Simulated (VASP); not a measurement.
Write the native input for VASP 6.6.1 that does the following.

| Item | Value |
| --- | --- |
| Task | single point |
| Functional | PBEsol |
| Potentials or basis | VASP PAW PBE potentials, release 64 (Sn_d) |
| Cutoff | 500 eV |
| k mesh | 7 × 7 × 7 |
| Occupations | fermi-dirac, width 0.1 eV |
| Spin | no spin polarisation |
| Dipole correction | no |
| Further INCAR settings | ALGO = Normal; EDIFF = 1e-06; NBANDS = 21 |

The structure of Sn lies in POSCAR:

```
Sn
1.0
    0.0000000000      3.2333428000      3.2333428000
    3.2333428000      0.0000000000      3.2333428000
    3.2333428000      3.2333428000      0.0000000000
Sn
2
Direct
    0.5000000000      0.5000000000      0.5000000000
    0.7500000000      0.7500000000      0.7500000000
```

This isn't the form of Sn at room conditions, which is tetragonal (white tin).

One way to write it, as run:

INCAR

```
SYSTEM = Sn
PREC     = Accurate       ! precision mode
ENCUT    = 500            ! plane-wave cutoff, eV
EDIFF    = 1E-6           ! SCF threshold, eV
ISMEAR   = -1             ! smearing method
SIGMA    = 0.1            ! smearing width, eV
LREAL    = .FALSE.        ! projectors in reciprocal space
LASPH    = .TRUE.         ! aspherical terms in the spheres
NELM     = 120            ! most SCF steps
ALGO     = Normal         ! electronic algorithm
ISIF     = 2              ! what is computed and relaxed
LWAVE    = .FALSE.        ! write WAVECAR
LCHARG   = .FALSE.        ! write CHGCAR
GGA      = PS             ! functional
NBANDS   = 21             ! bands
GGA_COMPAT= .FALSE.
```

KPOINTS

```
regular mesh
0
G
  7 7 7
  0 0 0
```

Potentials or basis: VASP PAW PBE potentials, release 64 (Sn_d).

Launch:

```sh
$ cat potpaw_PBE.64/Sn_d/POTCAR > POTCAR
$ mpirun -np 1 vasp_std > vasp.out
```

Results of the run:

```yaml
Pressure: 1.5 GPa
Band_gap_on_the_k_mesh: zero (bands 14 and 15 overlap by 0.10 eV)
```

Caveat: the PAW data sets were made with another functional, which shifts forces and pressure a little; spin-orbit coupling is left out, which moves the levels of the heavy elements.

Wall time 25 s on 1 thread of Intel(R) Xeon(R) Platinum 8375C CPU @ 2.90GHz (Ice Lake) (shared host), peak memory 0.19 GiB.
